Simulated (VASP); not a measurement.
# Sr (P6_3/mmc) in VASP: notebook

Sr is run at these levels: PBEsol; tasks: single point, relaxation of cell and atoms.

Everything below comes from runs of VASP 6.6.1. Logs are shortened: lines on timing, memory, paths and dates and some standing lists are left out, and cuts for length are marked.

## 1. The cell of the first run

It takes space group P6_3/mmc (No. 194, hexagonal). Conventional cell: a = 3.133 Å, b = 3.133 Å, c = 10.090 Å, α = 90.00°, β = 90.00°, γ = 120.00°. Sr (site symmetry -3m) has 12 Sr at 3.10 to 3.13 Å within 4.1 Å. Within 4.1 Å of Sr (site symmetry -6m2) lie 12 Sr at 3.10 to 3.13 Å.

This isn't the form of Sr at room conditions, which is fcc.

## 2. Single point, PBEsol

Input file INCAR:

```
SYSTEM = Sr
PREC     = Accurate       ! precision mode
ENCUT    = 520            ! plane-wave cutoff, eV
EDIFF    = 1E-6           ! SCF threshold, eV
ISMEAR   = -1             ! smearing method
SIGMA    = 0.08           ! smearing width, eV
LREAL    = .FALSE.        ! projectors in reciprocal space
LASPH    = .TRUE.         ! aspherical terms in the spheres
NELM     = 60             ! most SCF steps
ALGO     = Normal         ! electronic algorithm
ISIF     = 2              ! what is computed and relaxed
LWAVE    = .FALSE.        ! write WAVECAR
LCHARG   = .FALSE.        ! write CHGCAR
GGA      = PS             ! functional
NBANDS   = 28             ! bands
```

Input file KPOINTS:

```
Automatic mesh
0
G
  12 12 3
  0 0 0
```

Input file POSCAR:

```
Sr
1.0
    3.1326548472      0.0000000000      0.0000000000
   -1.5663274236      2.7129586790      0.0000000000
    0.0000000000      0.0000000000     10.0901735376
Sr
4
Direct
    0.0000000000      0.0000000000      0.0000000000
    0.0000000000      0.0000000000      0.5000000000
    0.3333333333      0.6666666667      0.2500000000
    0.6666666667      0.3333333333      0.7500000000
```

Potentials or basis: VASP PAW PBE potentials, release 64 (Sr_sv).

Run with:

```bash
$ cat potpaw_PBE.64/Sr_sv/POTCAR > POTCAR
$ mpirun -np 1 vasp_std > vasp.out
```

OUTCAR:

```text
SYSTEM = Sr
   PREC = Accurate
   ENCUT = 520
   EDIFF = 1E-6
   ISMEAR = -1
   LREAL = .FALSE.
   LASPH = .TRUE.
   NELM = 60
   ISIF = 2
   GGA = PS

 ion  position               nearest neighbor table
   1  0.000  0.000  0.000-   3 3.10   4 3.10   4 3.10   3 3.10   4 3.10   3 3.10   3 4.41   4 4.41
                             3 4.41   4 4.41   3 4.41   4 4.41   2 5.05   2 5.05
   2  0.000  0.000  0.500-   3 3.10   4 3.10   4 3.10   3 3.10   4 3.10   3 3.10   3 4.41   4 4.41
                             3 4.41   4 4.41   3 4.41   4 4.41   1 5.05   1 5.05
   3  0.333  0.667  0.250-   1 3.10   2 3.10   1 3.10   2 3.10   1 3.10   2 3.10   1 4.41   2 4.41
                             1 4.41   2 4.41   1 4.41   2 4.41
   4  0.667  0.333  0.750-   1 3.10   2 3.10   1 3.10   2 3.10   1 3.10   2 3.10   1 4.41   2 4.41
                             1 4.41   2 4.41   1 4.41   2 4.41

  LATTYP: Found a hexagonal cell.
 ALAT       =     3.1326548472
 C/A-ratio  =     3.2209656122

  Lattice vectors:

 A1 = (   3.1326548472,   0.0000000000,   0.0000000000)
 A2 = (  -1.5663274236,   2.7129586790,   0.0000000000)
 A3 = (   0.0000000000,   0.0000000000,  10.0901735376)

Analysis of symmetry for initial positions (statically):
=====================================================================
 Subroutine PRICEL returns:
 Original cell was already a primitive cell.

 Routine SETGRP: Setting up the symmetry group for a
 hexagonal supercell.

 Subroutine GETGRP returns: Found 24 space group operations
 (whereof 12 operations were pure point group operations)
 out of a pool of 24 trial point group operations.

The static configuration has the point symmetry D_3d.
 The point group associated with its full space group is D_6h.

Analysis of symmetry for dynamics (positions and initial velocities):
=====================================================================
 Subroutine PRICEL returns:
 Original cell was already a primitive cell.

 Routine SETGRP: Setting up the symmetry group for a
 hexagonal supercell.

 Subroutine GETGRP returns: Found 24 space group operations
 (whereof 12 operations were pure point group operations)
 out of a pool of 24 trial point group operations.

The dynamic configuration has the point symmetry D_3d.
 The point group associated with its full space group is D_6h.

 Subroutine INISYM returns: Found 24 space group operations
 (whereof 12 operations are pure point group operations),
 and found     1 'primitive' translations

----------------------------------------------------------------------------------------

                                     Primitive cell

[... 91 lines left out ...]
   LASPH  =      T    aspherical Exc in radial PAW
   ENCUT  =  520.0 eV  38.22 Ry    6.18 a.u.   5.82  5.82 18.76*2*pi/ulx,y,z
   NELM   =     60;   NELMIN=  2; NELMDL= -5     # of ELM steps
   EDIFF  = 0.1E-05   stopping-criterion for ELM
   LREAL  =      F    real-space projection
   EDIFFG = 0.1E-04   stopping-criterion for IOM
   NSW    =      0    number of steps for IOM
   IBRION =     -1    ionic relax: 0-MD 1-quasi-New 2-CG
   NFREE  =      0    steps in history (QN), initial steepest desc. (CG)
   ISIF   =      2    stress and relaxation
   ISYM   =      2    0-nonsym 1-usesym 2-fastsym
   POTIM  = 0.5000    time-step for ionic-motion
   TEBEG  =    0.0;   TEEND  =   0.0 temperature during run
   PSTRESS=    0.0 pullay stress
   NELECT =      40.0000    total number of electrons
   NUPDOWN=      -1.0000    fix difference up-down
   EMIN   =  10.00;   EMAX   =-10.00  energy-range for DOS
   EFERMI =   0.00;   METHOD = LEGACY
   ISMEAR =    -1;   SIGMA  =   0.08  broadening in eV -4-tet -1-fermi 0-gaus
   EFERMI_NEDOS =   21; number of points for ismear=-14 and -15
   IALGO  =     38    algorithm
   IMIX   =      4    mixing-type and parameters
     AMIX     =   0.40;   BMIX     =  1.00
     AMIX_MAG =   1.60;   BMIX_MAG =  1.00
  volume/ion in A,a.u.               =      21.44       144.67
  Fermi-wavevector in a.u.,A,eV,Ry     =   1.269629  2.399250 21.932005  1.611957
  Thomas-Fermi vector in A             =   2.402660
   LORBIT       =      0    0 simple, 1 ext, 2 COOP (PROOUT), +10 PAW based schemes
   GGA     = PS    functional components
   LHFCALC =     F    Hartree Fock is set to
   AEXX    =    0.0000 exact exchange contribution
   IVDW    =     0    specifies the selected vdW correction
   LEPSILON=     F    determine dielectric tensor
   LRPA    =     F    only Hartree local field effects (RPA)
 non-spin polarized calculation
  energy-cutoff  :      520.00
  volume of cell :       85.75
 maximum number of plane-waves:      2326
 NGX is ok and might be reduce to    24

 number of electron      40.0000000 magnetization

 Free energy of the ion-electron system (eV)
  ---------------------------------------------------
  ext. energy  EPLUGINS =         0.00000000
  ---------------------------------------------------
  free energy    TOTEN  =         0.73993883 eV

  energy without entropy =        0.81807225  energy(sigma->0) =        0.77900554

 E-fermi :   5.9184     XC(G=0): -11.0773

 val. band max:        5.9075740642   @ k =   0.2500   0.0833   0.0000
 cond. band min:       5.9282566149   @ k =   0.3333   0.1667   0.0000
 fundamental gap:      0.0206825507
 Fermi energy:         5.9184349548

 k-point     1 :       0.0000    0.0000    0.0000
  band No.  band energies     occupation
      1     -29.8484      2.00000
      2     -29.5672      2.00000
      3     -29.4886      2.00000
      4     -29.1788      2.00000
      5     -13.3924      2.00000
      6     -11.9674      2.00000
[... 733 lines left out ...]
     27       9.3591      0.00000
     28       9.9574      0.00000

 [... further k-points ...]
[... 5 lines left out ...]
  --------------------------------------------------------------------------------------
  -------------------------------------------------------------------------------------
  Total       19.6566459     19.6566459     19.6910359      0.0000000     -0.0000000      0.0000000
  in kB      367.2532382    367.2532382    367.8957616      0.0000000     -0.0000000      0.0000000
  external PRESSURE =     367.4674127 kB  Pullay stress =       0.0000000 kB

 VOLUME and BASIS-vectors are now :
 -----------------------------------------------------------------------------
  energy-cutoff  :      520.00
  volume of cell :       85.75
      direct lattice vectors                 reciprocal lattice vectors
     3.132654847  0.000000000  0.000000000     0.319218059  0.184300632  0.000000000
    -1.566327424  2.712958679  0.000000000     0.000000000  0.368601265  0.000000000
     0.000000000  0.000000000 10.090173538     0.000000000  0.000000000  0.099106323

 POSITION                                       TOTAL-FORCE (eV/Angst)
 -----------------------------------------------------------------------------------
      0.00000      0.00000      0.00000         0.000000      0.000000      0.000000
      0.00000      0.00000      5.04509         0.000000      0.000000      0.000000
     -0.00000      1.80864      2.52254         0.000000     -0.000000     -0.000000
      1.56633      0.90432      7.56763        -0.000000      0.000000      0.000000
 -----------------------------------------------------------------------------------
    total drift:                               -0.000000      0.000000     -0.000000

  FREE ENERGIE OF THE ION-ELECTRON SYSTEM (eV)
  ---------------------------------------------------
  free  energy   TOTEN  =         0.7399388312 eV

  energy  without entropy=        0.8180722495  energy(sigma->0) =        0.77900554
```

Run time: 89 s. Hardware: 1 thread of AMD EPYC 7R43 (Zen 3), shared host; peak memory 0.2 GiB.

Results:

```
Free energy            : 0.7399 eV
Pressure               : 36.7 GPa
Band gap on the k mesh : zero (bands 20 and 21 overlap by 1.32 eV)
```

Levels at points of the mesh, in eV from the Fermi level:
| k point | band 17 | band 18 | band 19 | band 20 | band 21 | band 22 | band 23 | band 24 |
| --- | --- | --- | --- | --- | --- | --- | --- | --- |
| (0.00, 0.00, 0.00) | -3.56 | -1.70 | -1.64 | -1.60 | 2.30 | 2.37 | 2.86 | 2.86 |
| (0.50, 0.00, 0.00) | -2.28 | -2.03 | -1.49 | -0.71 | -0.04 | 0.57 | 0.63 | 1.94 |

Caveat: the cell stands under pressure; the PAW data sets were made with another functional, which shifts forces and pressure a little.

## 3. Relaxation of cell and atoms, PBEsol, target pressure 36 GPa, at which the enthalpy is minimised

This run uses another cell than the first one: it holds 2 atoms, not 4.

Input file INCAR:

```
SYSTEM = Sr
ALGO = Normal
EDIFF = 1E-6
EDIFFG = -0.005
ENCUT = 600
GGA = PS
IBRION = 2
ISIF = 3
ISMEAR = -1
LASPH = .True.
LCHARG = .False.
LREAL = .False.
LWAVE = .False.
NELM = 100
NSW = 32
PREC = Accurate
PSTRESS = 360.0
SIGMA = 0.08
```

Input file KPOINTS:

```
k-points
0
Gamma
  14 14 8
  0 0 0
```

Input file POSCAR:

```
Sr
1.0
    3.2036518283      0.0000000000      0.0000000000
   -1.6018259141      2.7744438682      0.0000000000
    0.0000000000      0.0000000000      4.7532356456
Sr
2
Direct
    0.3333333333      0.6666666667      0.2500000000
    0.6666666667      0.3333333333      0.7500000000
```

Potentials or basis: VASP PAW PBE potentials, release 64 (Sr_sv).

Run with:

```bash
$ cat potpaw_PBE.64/Sr_sv/POTCAR > POTCAR
$ mpirun -np 1 vasp_std > vasp.out
```

Wall time 3.3 min (1 thread of Intel Xeon Platinum 8559C (Emerald Rapids), shared host); peak memory 0.25 GiB.

It converged, with:

```
Free energy                                                : 0.3299 eV
Relaxed volume                                             : 21.34 Å³/atom
Relaxed cell                                               : a = 3.208 Å, b = 3.208 Å, c = 4.787 Å, α = 90.00°, β = 90.00°, γ = 120.00°
Space group after relaxing (to 0.1 Å)                      : P6_3/mmc (No. 194)
Energy change on relaxing (the run minimises the enthalpy) : -48.1 meV/atom
Ionic steps                                                : 7
Pressure after relaxing                                    : 36.0 GPa
Band gap on the k mesh                                     : zero (bands 10 and 11 overlap by 1.13 eV)
```

The path:
```
step  energy change (eV)  largest force (eV/Å)  pressure (GPa)  volume (Å³)
   1              0.0000                0.0000           36.84        42.25
   2             -0.1544                0.0000           35.43        42.93
   3             -0.0942                0.0000           35.96        42.66
   4             -0.0923                0.0000           35.98        42.65
   5             -0.0940                0.0000           36.00        42.66
   6             -0.0970                0.0000           36.02        42.67
   7             -0.0962                0.0000           36.01        42.67
```

Final structure:
```xyz
2
Lattice="3.2084 0.0000 0.0000 -1.6042 2.7786 0.0000 0.0000 0.0000 4.7865" Properties=species:S:1:pos:R:3 pbc="T T T"
Sr    0.0000    1.8524    1.1966
Sr    1.6042    0.9262    3.5899
```

Levels at points of the mesh, in eV from the Fermi level:
| k point | band 6 | band 7 | band 8 | band 9 | band 10 | band 11 | band 12 | band 13 | band 14 |
| --- | --- | --- | --- | --- | --- | --- | --- | --- | --- |
| (0.00, 0.00, 0.00) | -16.37 | -16.37 | -16.09 | -3.66 | -2.13 | 2.74 | 2.74 | 4.13 | 4.20 |
| (0.50, 0.00, 0.00) | -17.60 | -17.15 | -16.58 | -2.07 | -0.86 | -0.68 | 2.11 | 2.85 | 4.31 |
| (0.00, 0.00, 0.50) | -16.66 | -16.66 | -16.66 | -1.66 | -1.66 | 2.51 | 2.51 | 2.51 | 2.51 |
| (0.50, 0.00, 0.50) | -17.12 | -16.91 | -16.91 | -1.78 | -1.78 | 0.60 | 0.60 | 4.91 | 4.91 |

Caveat: the cell is relaxed towards a set pressure, so the run minimises the enthalpy, not the energy; the PAW data sets were made with another functional, which shifts forces and pressure a little.
